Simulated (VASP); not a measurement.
# Al3N in VASP: relaxation of the atoms with PBE

Aim: the relaxation of the atoms of Al3N with PBE.

Everything below comes from runs of VASP 6.6.1. Logs are shortened: lines on timing, memory, paths and dates and some standing lists are left out, and cuts for length are marked.

## (1) The cell of the first run

The cell holds a slab with vacuum, 4 atoms: a = 2.857 Å, b = 2.857 Å, c = 20.101 Å, α = 90.00°, β = 90.00°, γ = 120.00°.

## (2) Relaxation of the atoms, PBE

INCAR reads:

```
PREC = Accurate
ENCUT = 520
EDIFF = 1E-6
ISMEAR = 0
SIGMA = 0.1
LREAL = F
LASPH = T
NELM = 100
ALGO = Normal
ISIF = 2
LWAVE = F
LCHARG = F
LDIPOL = T
IDIPOL = 3
DIPOL = 0.5 0.5 0.358
GGA = PE
IBRION = 2
NSW = 36
EDIFFG = -0.025
```

KPOINTS reads:

```
regular mesh
0
Gamma
  9 9 1
```

POSCAR reads:

```
Al3N
1.0
    2.8567582919      0.0000000000      0.0000000000
   -1.4283791460      2.4740252533      0.0000000000
    0.0000000000      0.0000000000     20.1013781961
Al N
3 1
Selective dynamics
Direct
    0.6666666667      0.3333333333      0.1989913309  F F F
    0.3333333333      0.6666666667      0.3134471576  F F F
    0.0000000000      0.0000000000      0.4278999237  F F F
    0.5000000000      0.3333333333      0.4897375983  F F T
```

Potentials or basis: VASP PAW PBE potentials, release 64 (Al, N).

Started as:

```bash
> cat potpaw_PBE.64/Al/POTCAR potpaw_PBE.64/N/POTCAR > POTCAR
> mpirun -np 1 vasp_std > vasp.out
```

OUTCAR:

```text
PREC = Accurate
   ENCUT = 520
   EDIFF = 1E-6
   ISMEAR = 0
   LREAL = F
   LASPH = T
   NELM = 100
   ISIF = 2
   GGA = PE
   IBRION = 2
   NSW = 36
   EDIFFG = -0.025

 ion  position               nearest neighbor table
   1  0.667  0.333  0.199-   2 2.83   2 2.83   2 2.83
   2  0.333  0.667  0.313-   3 2.83   3 2.83   3 2.83   1 2.83   1 2.83   1 2.83
   3  0.000  0.000  0.428-   4 1.77   4 2.12   4 2.42   2 2.83   2 2.83   2 2.83
   4  0.500  0.333  0.490-   3 1.77   3 2.12   3 2.42

  LATTYP: Found a hexagonal cell.
 ALAT       =     2.8567582919
 C/A-ratio  =     7.0364294568

  Lattice vectors:

 A1 = (   2.8567582919,   0.0000000000,   0.0000000000)
 A2 = (  -1.4283791460,   2.4740252533,   0.0000000000)
 A3 = (   0.0000000000,   0.0000000000,  20.1013781961)

Analysis of symmetry for initial positions (statically):
=====================================================================
 Subroutine PRICEL returns:
 Original cell was already a primitive cell.

 Routine SETGRP: Setting up the symmetry group for a
 hexagonal supercell.

 Subroutine GETGRP returns: Found  1 space group operations
 (whereof  1 operations were pure point group operations)
 out of a pool of 24 trial point group operations.

The static configuration has the point symmetry C_1 .

Analysis of symmetry for dynamics (positions and initial velocities):
=====================================================================
 Subroutine PRICEL returns:
 Original cell was already a primitive cell.

 Routine SETGRP: Setting up the symmetry group for a
 hexagonal supercell.

 Subroutine GETGRP returns: Found  1 space group operations
 (whereof  1 operations were pure point group operations)
 out of a pool of 24 trial point group operations.

The dynamic configuration has the point symmetry C_1 .

Analysis of constrained symmetry for selective dynamics:
=====================================================================
 Subroutine PRICEL returns:
 Original cell was already a primitive cell.

 Routine SETGRP: Setting up the symmetry group for a
 hexagonal supercell.

 Subroutine GETGRP returns: Found  1 space group operations
 (whereof  1 operations were pure point group operations)
 out of a pool of 24 trial point group operations.

The constrained configuration has the point symmetry C_1 .

 Subroutine INISYM returns: Found  1 space group operations
 (whereof  1 operations are pure point group operations),
 and found     1 'primitive' translations

----------------------------------------------------------------------------------------

                                     Primitive cell

  volume of cell :     142.0704

  direct lattice vectors                    reciprocal lattice vectors
     2.856758292  0.000000000  0.000000000     0.350047116  0.202099796  0.000000000
    -1.428379146  2.474025253  0.000000000     0.000000000  0.404199593  0.000000000
     0.000000000  0.000000000 20.101378196     0.000000000  0.000000000  0.049747833

  length of vectors
     2.856758292  2.856758292 20.101378196     0.404199593  0.404199593  0.049747833

  position of ions in fractional coordinates (direct lattice)
     0.666666667  0.333333333  0.198991331
     0.333333333  0.666666667  0.313447158
     0.000000000  0.000000000  0.427899924
     0.500000000  0.333333333  0.489737598

  ion indices of the primitive-cell ions
   primitive index   ion index
                 1           1
                 2           2
                 3           3
                 4           4

----------------------------------------------------------------------------------------

 KPOINTS: regular mesh

Automatic generation of k-mesh.
 Grid dimensions read from file:
 generate k-points for:    9    9    1

 Generating k-lattice:

  Cartesian coordinates                     Fractional coordinates (reciprocal lattice)
     0.038894124  0.022455533  0.000000000     0.111111111  0.000000000  0.000000000
     0.000000000  0.044911066  0.000000000     0.000000000  0.111111111  0.000000000
     0.000000000  0.000000000  0.049747833     0.000000000  0.000000000  1.000000000

  Length of vectors
     0.044911066  0.044911066  0.049747833

  Shift w.r.t. Gamma in fractional coordinates (k-lattice)
     0.000000000  0.000000000  0.000000000

 Subroutine IBZKPT returns following result:
 ===========================================

 Found     41 irreducible k-points:

 Following reciprocal coordinates:
            Coordinates               Weight
  0.000000  0.000000  0.000000      1.000000
  0.111111  0.000000  0.000000      2.000000
  0.000000  0.111111  0.000000      2.000000
 -0.111111  0.111111  0.000000      2.000000
  0.222222  0.000000  0.000000      2.000000
  0.000000  0.222222  0.000000      2.000000
[... 16 lines left out ...]
  0.333333  0.111111  0.000000      2.000000
 -0.111111  0.444444  0.000000      2.000000
 [... further k-points ...]
   k-points           NKPTS =     41   k-points in BZ     NKDIM =     41   number of bands    NBANDS=     11
   number of dos      NEDOS =    301   number of ions     NIONS =      4
   total plane-waves  NPLWV =  86400
   dimension x,y,z NGX =    24 NGY =   24 NGZ =  150
   dimension x,y,z NGXF=    48 NGYF=   48 NGZF=  300
   ions per type =               3   1
   NGX,Y,Z   is equivalent  to a cutoff of  13.97, 13.97, 12.41 a.u.
   NGXF,Y,Z  is equivalent  to a cutoff of  27.93, 27.93, 24.81 a.u.
 SYSTEM =  unknown system
   PREC   = accura    normal or accurate (medium, high low for compatibility)
   ISTART =      0    job   : 0-new  1-cont  2-samecut
   ICHARG =      2    charge: 1-file 2-atom 10-const
   ISPIN  =      1    spin polarized calculation?
   LNONCOLLINEAR =      F non collinear calculations
   LSORBIT =      F    spin-orbit coupling
   LASPH  =      T    aspherical Exc in radial PAW
   ENCUT  =  520.0 eV  38.22 Ry    6.18 a.u.   5.31  5.31 37.38*2*pi/ulx,y,z
   NELM   =    100;   NELMIN=  2; NELMDL= -5     # of ELM steps
   EDIFF  = 0.1E-05   stopping-criterion for ELM
   LREAL  =      F    real-space projection
   EDIFFG = -.3E-01   stopping-criterion for IOM
   NSW    =     36    number of steps for IOM
   IBRION =      2    ionic relax: 0-MD 1-quasi-New 2-CG
   NFREE  =      1    steps in history (QN), initial steepest desc. (CG)
   ISIF   =      2    stress and relaxation
   ISYM   =      2    0-nonsym 1-usesym 2-fastsym
   POTIM  = 0.5000    time-step for ionic-motion
   TEBEG  =    0.0;   TEEND  =   0.0 temperature during run
   PSTRESS=    0.0 pullay stress
   NELECT =      14.0000    total number of electrons
   NUPDOWN=      -1.0000    fix difference up-down
   EMIN   =  10.00;   EMAX   =-10.00  energy-range for DOS
   EFERMI =   0.00;   METHOD = LEGACY
   ISMEAR =     0;   SIGMA  =   0.10  broadening in eV -4-tet -1-fermi 0-gaus
   EFERMI_NEDOS =   21; number of points for ismear=-14 and -15
   IALGO  =     38    algorithm
   IMIX   =      4    mixing-type and parameters
     AMIX     =   0.40;   BMIX     =  1.00
     AMIX_MAG =   1.60;   BMIX_MAG =  1.00
  volume/ion in A,a.u.               =      35.52       239.68
  Fermi-wavevector in a.u.,A,eV,Ry     =   0.756165  1.428944  7.779606  0.571785
  Thomas-Fermi vector in A             =   1.854223
   LORBIT       =      0    0 simple, 1 ext, 2 COOP (PROOUT), +10 PAW based schemes
   GGA     = PE    functional components
   LHFCALC =     F    Hartree Fock is set to
   AEXX    =    0.0000 exact exchange contribution
   IVDW    =     0    specifies the selected vdW correction
   LEPSILON=     F    determine dielectric tensor
   LRPA    =     F    only Hartree local field effects (RPA)
 conjugate gradient relaxation of ions
 non-spin polarized calculation
 Gauss-broadening in eV      SIGMA  =   0.10
  energy-cutoff  :      520.00
  volume of cell :      142.07
 maximum number of plane-waves:      3849
 NGX is ok and might be reduce to    24
   NGX = 11   NGY = 11   NGZ = 75

--------------------------------------- Ionic step        1  -------------------------------------------

 number of electron      13.9999999 magnetization

 Free energy of the ion-electron system (eV)
  ---------------------------------------------------
  ext. energy  EPLUGINS =         0.00000000
  ---------------------------------------------------
  free energy    TOTEN  =       -17.08816497 eV

  energy without entropy =      -17.06391135  energy(sigma->0) =      -17.07603816

------------------------ aborting loop because EDIFF is reached ----------------------------------------

  FORCE on cell =-STRESS in cart. coord.  units (eV):
  Direction    XX          YY          ZZ          XY          YZ          ZX
  --------------------------------------------------------------------------------------
  -------------------------------------------------------------------------------------
  Total        0.6470620      0.2815023     -0.8460916      1.2679067      2.1259502      2.6872838
  in kB        7.2971463      3.1746007     -9.5416728     14.2986294     23.9750881     30.3054442
  external PRESSURE =       0.3100247 kB  Pullay stress =       0.0000000 kB
[... 99 lines left out ...]
  energy  without entropy=      -17.2174232305  energy(sigma->0) =      -17.22690158

--------------------------------------- Ionic step        4  -------------------------------------------

 number of electron      13.9999999 magnetization

 dipolmoment           0.000000      0.000000      0.161916 electrons x Angstroem

 Free energy of the ion-electron system (eV)
  ---------------------------------------------------
  ext. energy  EPLUGINS =         0.00000000
  ---------------------------------------------------
  free energy    TOTEN  =       -17.23658356 eV

  energy without entropy =      -17.21753609  energy(sigma->0) =      -17.22705982

 E-fermi :  -0.9919     XC(G=0):  -4.8202

 val. band max:       -1.0137544633   @ k =   0.3333   0.2222   0.0000
 cond. band min:      -0.9880611371   @ k =   0.2222   0.3333   0.0000
 fundamental gap:      0.0256933262
 Fermi energy:        -0.9919203960

 k-point     1 :       0.0000    0.0000    0.0000
  band No.  band energies     occupation
      1     -15.6664      2.00000
      2     -11.4148      2.00000
      3      -9.0401      2.00000
      4      -5.8320      2.00000
      5      -2.9193      2.00000
      6      -0.7786      0.00255
      7       0.0287      0.00000
      8       0.2542      0.00000
      9       2.6832      0.00000
     10       4.2656      0.00000
     11       5.9499      0.00000
[... 309 lines left out ...]
 k-point    24 :      -0.1111    0.4444    0.0000
  band No.  band energies     occupation
      1     -13.9592      2.00000
      2      -7.6975      2.00000
      3      -5.8859      2.00000
      4      -4.6755      2.00000
      5      -2.7611      2.00000
      6      -2.4323      2.00000
      7      -1.7244      2.00000
      8      -0.7832      0.00316
      9       0.1382      0.00000
     10       2.1887      0.00000
     11       2.9596      0.00000

 [... further k-points ...]

------------------------ aborting loop because EDIFF is reached ----------------------------------------

 vacuum level on the upper side and lower side of the slab       (xc-potential included)         1.810        -2.250

  FORCE on cell =-STRESS in cart. coord.  units (eV):
  Direction    XX          YY          ZZ          XY          YZ          ZX
  --------------------------------------------------------------------------------------
  -------------------------------------------------------------------------------------
  Total        2.6092821      2.2982876      1.7334076      3.2716482      3.5757927      4.5314231
  in kB       29.4257916     25.9185977     19.5482467     36.8955269     40.3254719     51.1024518
  external PRESSURE =      24.9642120 kB  Pullay stress =       0.0000000 kB

 VOLUME and BASIS-vectors are now :
 -----------------------------------------------------------------------------
  energy-cutoff  :      520.00
  volume of cell :      142.07
      direct lattice vectors                 reciprocal lattice vectors
     2.856758292  0.000000000  0.000000000     0.350047116  0.202099796  0.000000000
    -1.428379146  2.474025253  0.000000000     0.000000000  0.404199593  0.000000000
     0.000000000  0.000000000 20.101378196     0.000000000  0.000000000  0.049747833
[... 10 lines left out ...]
  FREE ENERGIE OF THE ION-ELECTRON SYSTEM (eV)
  ---------------------------------------------------
  free  energy   TOTEN  =       -17.2365835599 eV

  energy  without entropy=      -17.2175360865  energy(sigma->0) =      -17.22705982

 reached required accuracy - stopping structural energy minimisation

 vacuum level on the upper side and lower side of the slab         7.010         2.833
```

It took 8.3 min on 1 thread of AMD EPYC 7R43 (Zen 3), shared host; peak memory 0.27 GiB.

What came out:

```
Free energy               : -17.2366 eV
Energy gained by relaxing : 37.1 meV/atom
Ionic steps               : 4
Band gap on the k mesh    : zero (bands 7 and 8 overlap by 1.61 eV)
```

Step by step:
```tsv
step	energy change (eV)	largest force on free atoms (eV/Å)	pressure (GPa)
1	0.0000	1.6429	0.03
2	-0.1038	0.9593	1.09
3	-0.1482	0.0716	2.62
4	-0.1484	0.0062	2.50
```

Final structure:
```
Al N
1.0
     2.85676    0.00000    0.00000
    -1.42838    2.47403    0.00000
     0.00000    0.00000   20.10138
Al N
3 1
Direct
  0.66667 0.33333 0.19899
  0.33333 0.66667 0.31345
  0.00000 0.00000 0.42790
  0.50000 0.33333 0.48139
```

Levels at points of the mesh, in eV from the Fermi level:
| k point | band 3 | band 4 | band 5 | band 6 | band 7 | band 8 | band 9 | band 10 | band 11 |
| --- | --- | --- | --- | --- | --- | --- | --- | --- | --- |
| (0.00, 0.00, 0.00) | -8.05 | -4.84 | -1.93 | 0.21 | 1.02 | 1.25 | 3.68 | 5.26 | 6.94 |

The gap in the log of VASP goes by the Fermi energy; the results here count the filled bands.